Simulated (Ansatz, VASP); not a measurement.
NaSrI3: VASP beside Ansatz

Contents of POSCAR:

```
NaSrI3
1.0
    6.3976887577      0.0000000000      0.0000000000
    0.0000000000      6.3976887577      0.0000000000
    0.0000000000      0.0000000000      6.3976887577
Na Sr I
1 1 3
Direct
    0.0000000000      0.0000000000      0.0000000000
    0.5000000000      0.5000000000      0.5000000000
    0.5000000000      0.5000000000      0.0000000000
    0.5000000000      0.0000000000      0.5000000000
    0.0000000000      0.5000000000      0.5000000000
```

The input INCAR.step1:

```
PREC = Accurate
ENCUT = 520
ISMEAR = 0
SIGMA = 0.01
LREAL = False
LASPH = True
NELM = 60
NBANDS = 27
GGA = PE
ALGO = Normal
EDIFF = 1E-4
LWAVE = True
LCHARG = False
```

The input INCAR.step2:

```
PREC = Accurate
ENCUT = 520
EDIFF = 1E-6
ISMEAR = 0
SIGMA = 0.01
LREAL = False
LASPH = True
NELM = 60
ALGO = Normal
ISIF = 2
LWAVE = False
LCHARG = False
METAGGA = R2SCAN
LMIXTAU = True
NBANDS = 27
ISTART = 1
```

KPOINTS

```
Automatic mesh
0
Gamma
  4 4 4
```

Input for Ansatz:

```yaml
crystal:
  lattice:
    - [6.3976887577, 0.0, 0.0]
    - [0.0, 6.3976887577, 0.0]
    - [0.0, 0.0, 6.3976887577]
  atoms:
    - { symbol: Na, position: [0.0, 0.0, 0.0] }
    - { symbol: Sr, position: [0.5, 0.5, 0.5] }
    - { symbol: I, position: [0.5, 0.5, 0.0] }
    - { symbol: I, position: [0.5, 0.0, 0.5] }
    - { symbol: I, position: [0.0, 0.5, 0.5] }
kpoints:
  mp_grid: { grid: [4, 4, 4] }
  band_path:
    path: [[0.0, 0.0, 0.0], [0.0, 0.5, 0.0], [0.5, 0.5, 0.0], [0.5, 0.5, 0.5]]
    npoints: 1
hamiltonian:
  xc: r2scan
scf:
  occupations: { method: fixed }
  n_extra_bands: 5
output:
  forces: true
  stress: true
  eigenvalues: true
  write_density: true
  write_potential: true
  elf: true
  volumetric_format: npy
```

Alike in both runs: task single point; functional r2SCAN; k mesh 4 × 4 × 4; no spin polarisation.

|  | VASP | Ansatz |
| --- | --- | --- |
| version | VASP 6.6.1 | Ansatz 0.2.0 |
| potentials or method | VASP PAW PBE potentials, release 64 (Na_pv, Sr_sv, I) | plane waves, PAW |
| plane-wave cutoff (eV) | 520 | 500 |
| occupations | gaussian, width 0.01 eV | fixed |
| valence electrons in the cell | 38 | 70 |

```csv
,VASP,Ansatz,Ansatz less VASP
gap on the k mesh at the Fermi level (eV),3.10,3.10,+0.002
pressure (GPa),0.0,0.0,-0.02
```

VASP's potentials were made for PBE, not for r2SCAN. VASP's potentials hold 38 valence electrons a cell and Ansatz's 70, so a difference there can come from the potentials and not from the codes.

Neither program's run includes spin-orbit coupling.
